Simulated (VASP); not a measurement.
# Al2O3 (R-3c) in VASP: single point with r2SCAN

Aim: the single point of Al2O3 with r2SCAN.

Everything below comes from runs of VASP 6.6.1. Logs are shortened: lines on timing, memory, paths and dates and some standing lists are left out, and cuts for length are marked.

**What was measured.**

From “Multi-petahertz electron interference in Cr:Al2O3 solid-state material”, 2018, pmc:5906618, for a bulk crystal of Al2O3: band gap 8.7 eV (optical).

The runs below are set against these values where they give the same quantity.

## 1. The cell of the first run

Symmetry: R-3c, No. 167, trigonal system. The conventional cell has a = 4.760 Å, b = 4.760 Å, c = 12.996 Å, α = 90.00°, β = 90.00°, γ = 120.00°. Within 2.5 Å of Al (site symmetry 3) lie 6 O at 1.86 to 1.97 Å. O (site symmetry 2) has 4 Al at 1.86 to 1.97 Å within 2.5 Å.

## 2. Single point, r2SCAN

POSCAR

```
Al2O3
1.0
    2.3802500000      1.3742379782      4.3318666667
   -2.3802500000      1.3742379782      4.3318666667
    0.0000000000     -2.7484759565      4.3318666667
Al O
4 6
Direct
    0.3519282410      0.3519282410      0.3519282410
    0.1480717590      0.1480717590      0.1480717590
    0.6480717590      0.6480717590      0.6480717590
    0.8519282410      0.8519282410      0.8519282410
    0.5563386988      0.9436613012      0.2500000000
    0.2500000000      0.5563386988      0.9436613012
    0.9436613012      0.2500000000      0.5563386988
    0.4436613012      0.0563386988      0.7500000000
    0.7500000000      0.4436613012      0.0563386988
    0.0563386988      0.7500000000      0.4436613012
```

INCAR.step1

```
PREC = Accurate ; ENCUT = 520
ISMEAR = 0 ; SIGMA = 0.01
LREAL = F ; LASPH = T
NELM = 80 ; NBANDS = 35
GGA = PE ; ALGO = Normal
EDIFF = 1E-4 ; LWAVE = T
LCHARG = F
```

INCAR.step2

```
PREC = Accurate ; ENCUT = 520
EDIFF = 1E-6 ; ISMEAR = 0
SIGMA = 0.01 ; LREAL = F
LASPH = T ; NELM = 80
ALGO = Normal ; ISIF = 2
LWAVE = F ; LCHARG = F
METAGGA = R2SCAN ; LMIXTAU = T
NBANDS = 35 ; ISTART = 1
```

KPOINTS

```
regular mesh
0
Gamma
  5 5 5
```

Potentials or basis: VASP PAW PBE potentials, release 64 (Al, O).

Started as:

```
$ cat potpaw_PBE.64/Al/POTCAR potpaw_PBE.64/O/POTCAR > POTCAR
$ cp INCAR.step1 INCAR
$ mpirun -np 1 vasp_std > vasp.out
$ cp INCAR.step2 INCAR
$ mpirun -np 1 vasp_std > vasp.out
```

OUTCAR:

```text
PREC = Accurate
   ENCUT = 520
   EDIFF = 1E-6
   ISMEAR = 0
   LREAL = F
   LASPH = T
   NELM = 80
   ISIF = 2
   METAGGA = R2SCAN
   ISTART = 1

 ion  position               nearest neighbor table
   1  0.352  0.352  0.352-   9 1.86  10 1.86   8 1.86   7 1.97   5 1.97   6 1.97   2 2.65   3 2.79
                             3 2.79   3 2.79   2 3.22   2 3.22   2 3.22
   2  0.148  0.148  0.148-  10 1.86   9 1.86   8 1.86   6 1.97   5 1.97   7 1.97   1 2.65   4 2.79
                             4 2.79   4 2.79   1 3.22   1 3.22   1 3.22
   3  0.648  0.648  0.648-   6 1.86   7 1.86   5 1.86  10 1.97   8 1.97   9 1.97   4 2.65   1 2.79
                             1 2.79   1 2.79   4 3.22   4 3.22   4 3.22
   4  0.852  0.852  0.852-   7 1.86   6 1.86   5 1.86   9 1.97   8 1.97  10 1.97   3 2.65   2 2.79
                             2 2.79   2 2.79   3 3.22   3 3.22   3 3.22
   5  0.556  0.944  0.250-   3 1.86   4 1.86   1 1.97   2 1.97
   6  0.250  0.556  0.944-   3 1.86   4 1.86   2 1.97   1 1.97
   7  0.944  0.250  0.556-   4 1.86   3 1.86   1 1.97   2 1.97
   8  0.444  0.056  0.750-   1 1.86   2 1.86   3 1.97   4 1.97
   9  0.750  0.444  0.056-   1 1.86   2 1.86   4 1.97   3 1.97
  10  0.056  0.750  0.444-   2 1.86   1 1.86   3 1.97   4 1.97

  LATTYP: Found a trigonal (rhomboedric) cell.
 ALAT       =     5.1302230849
 COS(alpha) =     0.5694707703

  Lattice vectors:

 A1 = (   2.3802500000,   1.3742379782,   4.3318666667)
 A2 = (  -2.3802500000,   1.3742379782,   4.3318666667)
 A3 = (   0.0000000000,  -2.7484759565,   4.3318666667)

Analysis of symmetry for initial positions (statically):
=====================================================================
 Subroutine PRICEL returns:
 Original cell was already a primitive cell.

 Routine SETGRP: Setting up the symmetry group for a
 trigonal (rhombohedral) supercell.

 Subroutine GETGRP returns: Found 12 space group operations
 (whereof  6 operations were pure point group operations)
 out of a pool of 12 trial point group operations.

The static configuration has the point symmetry S_6 .
 The point group associated with its full space group is D_3d.

Analysis of symmetry for dynamics (positions and initial velocities):
=====================================================================
 Subroutine PRICEL returns:
 Original cell was already a primitive cell.

 Routine SETGRP: Setting up the symmetry group for a
 trigonal (rhombohedral) supercell.

 Subroutine GETGRP returns: Found 12 space group operations
 (whereof  6 operations were pure point group operations)
 out of a pool of 12 trial point group operations.

The dynamic configuration has the point symmetry S_6 .
 The point group associated with its full space group is D_3d.

 Subroutine INISYM returns: Found 12 space group operations
 (whereof  6 operations are pure point group operations),
 and found     1 'primitive' translations

----------------------------------------------------------------------------------------

                                     Primitive cell

  volume of cell :      85.0180

  direct lattice vectors                    reciprocal lattice vectors
     2.380250000  1.374237978  4.331866667     0.210061968  0.121279334  0.076949121
    -2.380250000  1.374237978  4.331866667    -0.210061968  0.121279334  0.076949121
     0.000000000 -2.748475957  4.331866667     0.000000000 -0.242558668  0.076949121

  length of vectors
     5.130223085  5.130223085  5.130223085     0.254471756  0.254471756  0.254471756

  position of ions in fractional coordinates (direct lattice)
     0.351928241  0.351928241  0.351928241
     0.148071759  0.148071759  0.148071759
     0.648071759  0.648071759  0.648071759
     0.851928241  0.851928241  0.851928241
     0.556338699  0.943661301  0.250000000
     0.250000000  0.556338699  0.943661301
     0.943661301  0.250000000  0.556338699
     0.443661301  0.056338699  0.750000000
     0.750000000  0.443661301  0.056338699
     0.056338699  0.750000000  0.443661301

  ion indices of the primitive-cell ions
   primitive index   ion index
                 1           1
                 2           2
                 3           3
                 4           4
                 5           5
                 6           6
                 7           7
                 8           8
                 9           9
                10          10

----------------------------------------------------------------------------------------

 KPOINTS: regular mesh

Automatic generation of k-mesh.
 Grid dimensions read from file:
 generate k-points for:    5    5    5

 Generating k-lattice:

  Cartesian coordinates                     Fractional coordinates (reciprocal lattice)
     0.042012394  0.024255867  0.015389824     0.200000000  0.000000000  0.000000000
    -0.042012394  0.024255867  0.015389824     0.000000000  0.200000000  0.000000000
     0.000000000 -0.048511734  0.015389824    -0.000000000 -0.000000000  0.200000000

  Length of vectors
     0.050894351  0.050894351  0.050894351

  Shift w.r.t. Gamma in fractional coordinates (k-lattice)
     0.000000000  0.000000000  0.000000000

 Subroutine IBZKPT returns following result:
 ===========================================

 Found     19 irreducible k-points:

 Following reciprocal coordinates:
            Coordinates               Weight
  0.000000  0.000000  0.000000      1.000000
  0.200000 -0.000000  0.000000      6.000000
  0.400000 -0.000000 -0.000000      6.000000
  0.200000  0.200000  0.000000      6.000000
  0.400000  0.200000 -0.000000     12.000000
 -0.400000  0.200000  0.000000     12.000000
[... 11 lines left out ...]
  0.400000  0.400000  0.400000      2.000000
 -0.400000  0.400000  0.400000      6.000000
   k-points           NKPTS =     19   k-points in BZ     NKDIM =     19   number of bands    NBANDS=     35
   number of dos      NEDOS =    301   number of ions     NIONS =     10
   total plane-waves  NPLWV =  64000
   dimension x,y,z NGX =    40 NGY =   40 NGZ =   40
   dimension x,y,z NGXF=    80 NGYF=   80 NGZF=   80
   ions per type =               4   6
   NGX,Y,Z   is equivalent  to a cutoff of  12.96, 12.96, 12.96 a.u.
   NGXF,Y,Z  is equivalent  to a cutoff of  25.92, 25.92, 25.92 a.u.
 SYSTEM =  unknown system
   PREC   = accura    normal or accurate (medium, high low for compatibility)
   ISTART =      1    job   : 0-new  1-cont  2-samecut
   ICHARG =      0    charge: 1-file 2-atom 10-const
   ISPIN  =      1    spin polarized calculation?
   LNONCOLLINEAR =      F non collinear calculations
   LSORBIT =      F    spin-orbit coupling
   LASPH  =      T    aspherical Exc in radial PAW
   ENCUT  =  520.0 eV  38.22 Ry    6.18 a.u.   9.54  9.54  9.54*2*pi/ulx,y,z
   NELM   =     80;   NELMIN=  2; NELMDL=  0     # of ELM steps
   EDIFF  = 0.1E-05   stopping-criterion for ELM
   LREAL  =      F    real-space projection
   EDIFFG = 0.1E-04   stopping-criterion for IOM
   NSW    =      0    number of steps for IOM
   IBRION =     -1    ionic relax: 0-MD 1-quasi-New 2-CG
   NFREE  =      0    steps in history (QN), initial steepest desc. (CG)
   ISIF   =      2    stress and relaxation
   ISYM   =      2    0-nonsym 1-usesym 2-fastsym
   POTIM  = 0.5000    time-step for ionic-motion
   TEBEG  =    0.0;   TEEND  =   0.0 temperature during run
   PSTRESS=    0.0 pullay stress
   NELECT =      48.0000    total number of electrons
   NUPDOWN=      -1.0000    fix difference up-down
   EMIN   =  10.00;   EMAX   =-10.00  energy-range for DOS
   EFERMI =   0.00;   METHOD = LEGACY
   ISMEAR =     0;   SIGMA  =   0.01  broadening in eV -4-tet -1-fermi 0-gaus
   EFERMI_NEDOS =   21; number of points for ismear=-14 and -15
   IALGO  =     38    algorithm
   IMIX   =      4    mixing-type and parameters
     AMIX     =   0.40;   BMIX     =  1.00
     AMIX_MAG =   1.60;   BMIX_MAG =  1.00
  volume/ion in A,a.u.               =       8.50        57.37
  Fermi-wavevector in a.u.,A,eV,Ry     =   1.353064  2.556920 24.909299  1.830782
  Thomas-Fermi vector in A             =   2.480350
   LORBIT       =      0    0 simple, 1 ext, 2 COOP (PROOUT), +10 PAW based schemes
   METAGGA = R2SCAN    functional components
   LHFCALC =     F    Hartree Fock is set to
   AEXX    =    0.0000 exact exchange contribution
   IVDW    =     0    specifies the selected vdW correction
   LEPSILON=     F    determine dielectric tensor
   LRPA    =     F    only Hartree local field effects (RPA)
 non-spin polarized calculation
 Gauss-broadening in eV      SIGMA  =   0.01
  energy-cutoff  :      520.00
  volume of cell :       85.02
 maximum number of plane-waves:      2304
 NGX is ok and might be reduce to    40
   NGX = 19   NGY = 19   NGZ = 19

 number of electron      48.0000013 magnetization

 Free energy of the ion-electron system (eV)
  ---------------------------------------------------
  ext. energy  EPLUGINS =         0.00000000
  ---------------------------------------------------
  free energy    TOTEN  =       -96.26951684 eV

  energy without entropy =      -96.26951684  energy(sigma->0) =      -96.26951684

 E-fermi :   5.8316     XC(G=0): -12.2270

 val. band max:        5.7334142806   @ k =   0.0000   0.0000   0.0000
 cond. band min:      12.8765345074   @ k =   0.0000   0.0000   0.0000
 fundamental gap:      7.1431202268
 Fermi energy:         5.8315837453

 k-point     1 :       0.0000    0.0000    0.0000
  band No.  band energies     occupation
      1     -14.4673      2.00000
      2     -12.1776      2.00000
      3     -11.9038      2.00000
      4     -11.9038      2.00000
      5     -11.5948      2.00000
      6     -11.5948      2.00000
[... 27 lines left out ...]
     34      20.6278      0.00000
     35      21.5716      0.00000
[... 653 lines left out ...]
      5     -11.6623      2.00000
      6     -11.5989      2.00000
[... 27 lines left out ...]
     34      20.0181      0.00000
     35      20.9871      0.00000

------------------------ aborting loop because EDIFF is reached ----------------------------------------

  FORCE on cell =-STRESS in cart. coord.  units (eV):
  Direction    XX          YY          ZZ          XY          YZ          ZX
  --------------------------------------------------------------------------------------
  -------------------------------------------------------------------------------------
  Total       -0.3689467     -0.3689467     -0.3470558      0.0000000      0.0000000      0.0000000
  in kB       -6.9528588     -6.9528588     -6.5403207      0.0000000      0.0000000      0.0000000
  external PRESSURE =      -6.8153461 kB  Pullay stress =       0.0000000 kB

 VOLUME and BASIS-vectors are now :
 -----------------------------------------------------------------------------
  energy-cutoff  :      520.00
  volume of cell :       85.02
      direct lattice vectors                 reciprocal lattice vectors
     2.380250000  1.374237978  4.331866667     0.210061968  0.121279334  0.076949121
    -2.380250000  1.374237978  4.331866667    -0.210061968  0.121279334  0.076949121
     0.000000000 -2.748475957  4.331866667     0.000000000 -0.242558668  0.076949121

 POSITION                                       TOTAL-FORCE (eV/Angst)
 -----------------------------------------------------------------------------------
      0.00000     -0.00000      4.57352         0.000000      0.000000     -0.019671
      0.00000     -0.00000      1.92428         0.000000     -0.000000      0.019671
      0.00000     -0.00000      8.42208         0.000000     -0.000000      0.019671
      0.00000     -0.00000     11.07132         0.000000      0.000000     -0.019671
     -0.92192      1.37424      7.58077        -0.011510      0.000000     -0.000000
     -0.72916     -1.48553      7.58077         0.005755     -0.009968     -0.000000
      1.65109      0.11129      7.58077         0.005755      0.009968     -0.000000
      0.92192     -1.37424      5.41483         0.011510     -0.000000     -0.000000
      0.72916      1.48553      5.41483        -0.005755      0.009968     -0.000000
     -1.65109     -0.11129      5.41483        -0.005755     -0.009968     -0.000000
 -----------------------------------------------------------------------------------
    total drift:                               -0.000000      0.000000      0.000000

  FREE ENERGIE OF THE ION-ELECTRON SYSTEM (eV)
  ---------------------------------------------------
  free  energy   TOTEN  =       -96.2695168444 eV

  energy  without entropy=      -96.2695168444  energy(sigma->0) =      -96.26951684
```

Run time: 2.8 min. Hardware: 1 thread of Intel Xeon Platinum 8375C at 2.90GHz (Ice Lake), shared host; peak memory 0.26 GiB.

What came out:

```yaml
Free_energy: -96.2695 eV
Pressure: -0.7 GPa
Largest_force: 0.020 eV/Å
Band_gap_on_the_k_mesh: 7.14 eV, direct
```

Forces on the atoms (eV/Å):
```
Al   0.000  0.000 -0.020
Al   0.000  0.000  0.020
Al   0.000  0.000  0.020
Al   0.000  0.000 -0.020
O   -0.012  0.000  0.000
O    0.006 -0.010  0.000
O    0.006  0.010  0.000
O    0.012  0.000  0.000
O   -0.006  0.010  0.000
O   -0.006 -0.010  0.000
```

Levels at points of the mesh, in eV from the valence-band top:
```tsv
k point	band 20	band 21	band 22	band 23	band 24	band 25	band 26	band 27	band 28	band 29
(0.00, 0.00, 0.00)	-0.52	-0.52	-0.05	-0.05	0.00	7.14	10.11	11.94	12.58	12.58
```

Caveat: the PAW data sets were made with another functional, which shifts forces and pressure a little.

## 3. Against experiment

Step 2. Measured gap of Al2O3: 8.7 eV (optical; quoted in “Multi-petahertz electron interference in Cr:Al2O3 solid-state material”, 2018, pmc:5906618). This calculation gives 7.14 eV (-1.56 eV). The value is that of r2SCAN, without temperature or zero-point motion.
